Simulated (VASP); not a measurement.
Here is a VASP 6.6.1 calculation.

Contents of INCAR:

```
SYSTEM = Ga3B2As
PREC = Accurate ; ENCUT = 600
EDIFF = 1E-6 ; ISMEAR = 0
SIGMA = 0.2 ; LREAL = .False.
LASPH = .True. ; NELM = 80
ALGO = Normal ; ISIF = 3
LWAVE = .False. ; LCHARG = .False.
GGA = PE ; IBRION = 2
NSW = 36 ; EDIFFG = -0.08
```

KPOINTS

```
Automatic mesh
0
Gamma
  6 6 2
  0 0 0
```

POSCAR

```
Ga3B2As
1.0
    3.1000000000      0.0000000000      0.0000000000
   -1.5500000000      2.6846787500      0.0000000000
    0.0000000000      0.0000000000     10.9000000000
Ga B As
3 2 1
Direct
    0.3333333300      0.6666666700      0.5600000000
    0.0000000000      0.0000000000      0.1650000000
    0.0000000000      0.0000000000      0.8300000000
    0.3333333300      0.6666666700      0.0000000000
    0.6666666700      0.3333333300      0.0000000000
    0.3333333300      0.6666666700      0.3400000000
```

Potentials or basis: VASP PAW PBE potentials, release 64 (Ga_d, B, As).

Launch:

```console
$ cat potpaw_PBE.64/Ga_d/POTCAR potpaw_PBE.64/B/POTCAR potpaw_PBE.64/As/POTCAR > POTCAR
$ mpirun -np 1 vasp_std > vasp.out
```

**Question.** Estimate the band gap on the k mesh.

**Answer.** Zero (bands 25 and 26 overlap by 5.96 eV).

**Question.** What does it give for the relaxed volume?

**Answer.** 14.78 Å³/atom.

**Question.** What does it give for the space group after relaxing (to 0.1 Å)?

**Answer.** P3m1 (No. 156).

**Question.** Predict the relaxed cell.

**Answer.** a = 3.038 Å, b = 3.038 Å, c = 11.094 Å, α = 90.00°, β = 90.00°, γ = 120.00°.

The path:
| step | energy change (eV) | largest force (eV/Å) | pressure (GPa) | volume (Å³) |
| --- | --- | --- | --- | --- |
| 1 | 0.0000 | 1.4679 | 2.00 | 90.72 |
| 2 | -0.2880 | 1.0421 | -0.41 | 93.15 |
| 3 | -0.3679 | 0.4774 | -2.76 | 97.01 |
| 4 | -0.3943 | 0.7102 | -2.23 | 95.76 |
| 5 | -0.4379 | 0.2350 | 0.10 | 92.77 |
| 6 | -0.4383 | 0.2512 | -0.15 | 93.01 |
| 7 | -0.4579 | 0.1852 | -0.03 | 92.41 |
| 8 | -0.4610 | 0.1592 | 0.07 | 92.02 |
| 9 | -0.4668 | 0.1745 | -0.06 | 91.99 |
| 10 | -0.4811 | 0.2225 | -0.46 | 91.89 |
| 11 | -0.4977 | 0.3125 | -1.16 | 91.69 |
| 12 | -0.4884 | 0.4328 | -1.99 | 91.27 |
| 13 | -0.5002 | 0.3581 | -1.51 | 91.54 |
| 14 | -0.5030 | 0.3597 | -1.41 | 91.37 |
| 15 | -0.5106 | 0.3626 | -1.12 | 90.84 |
| 16 | -0.5214 | 0.3576 | -0.55 | 89.80 |
| 17 | -0.5197 | 0.3003 | 0.92 | 87.73 |
| 18 | -0.5249 | 0.3410 | 0.08 | 88.91 |
| 19 | -0.5291 | 0.3284 | 0.04 | 88.88 |
| 20 | -0.5400 | 0.2825 | -0.04 | 88.82 |
| 21 | -0.5531 | 0.1619 | -0.14 | 88.69 |
| 22 | -0.5371 | 0.3610 | 0.09 | 88.41 |
| 23 | -0.5546 | 0.1808 | -0.12 | 88.63 |
| 24 | -0.5579 | 0.1465 | 0.15 | 88.46 |
| 25 | -0.5602 | 0.0954 | 0.56 | 88.22 |
| 26 | -0.5627 | 0.0749 | 0.17 | 88.67 |

Caveat: the k points lie up to 0.40 Å⁻¹ apart in the final cell, too coarse for converged energies and pressures of a metal; the relaxation stopped at a loose force limit of 0.08 eV/Å, so its end isn't a converged minimum.
